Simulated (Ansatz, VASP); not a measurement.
## One calculation of Sb, two programs

INCAR

```
PREC = Accurate
ENCUT = 500
EDIFF = 1E-7
ISMEAR = 0
SIGMA = 0.1
LREAL = False
LASPH = True
NELM = 120
ALGO = Normal
ISIF = 3
LWAVE = False
LCHARG = False
GGA = PE
IBRION = 2
NSW = 80
EDIFFG = -0.05
GGA_COMPAT = False
NELMIN = 4
```

File KPOINTS:

```
Automatic mesh
0
Gamma
  8 8 8
```

File POSCAR:

```
Sb
1.0
    0.0000000000      2.2177795530      2.2177795530
    2.2177795530      0.0000000000      2.2177795530
    2.2177795530      2.2177795530      0.0000000000
Sb
1
Direct
    0.0000000000      0.0000000000      0.0000000000
```

Input for Ansatz:

```yaml
crystal:
  lattice:
    - [0.0, 2.217779553, 2.217779553]
    - [2.217779553, 0.0, 2.217779553]
    - [2.217779553, 2.217779553, 0.0]
  atoms:
    - { symbol: Sb, position: [0.0, 0.0, 0.0] }
basis:
  ecutwfc: 420
kpoints:
  mp_grid: { grid: [8, 8, 8] }
hamiltonian:
  xc: pbe
scf:
  occupations: { method: gaussian, width: 0.1 }
output:
  forces: true
  stress: true
  eigenvalues: true
relax:
  adjacent_minimum: "off"
  f_tol: 0.05
  max_steps: 60
  cell: { stress_tol: 0.5 }
```

Alike in both runs: task relaxation of cell and atoms; functional PBE; k mesh 8 × 8 × 8; occupations gaussian, width 0.1 eV; no spin polarisation.

|  | VASP | Ansatz |
| --- | --- | --- |
| version | VASP 6.6.1 | Ansatz 0.2.0 |
| potentials or method | VASP PAW PBE potentials, release 64 (Sb), cutoff 500 eV | scalar-relativistic, plane waves, PAW |
| valence electrons in the cell | 5 | 15 |

```csv
,VASP,Ansatz,Ansatz less VASP
"gap on the k mesh at the Fermi level, each at its own relaxed structure (eV)",none,none,-
relaxed volume (Å³/atom),27.72,27.58,-0.137
relaxed cell length with the largest relative difference (Å),3.397,3.391,-0.0056
```

A gap of «none» marks a metal or a gap that the smearing closes. VASP's potentials hold 5 valence electrons a cell and Ansatz's 15, so a difference there can come from the potentials and not from the codes.

Neither program's run includes spin-orbit coupling. Noted on VASP's run: the volume moved by over 15 % at a fixed basis, so the end points are rough.
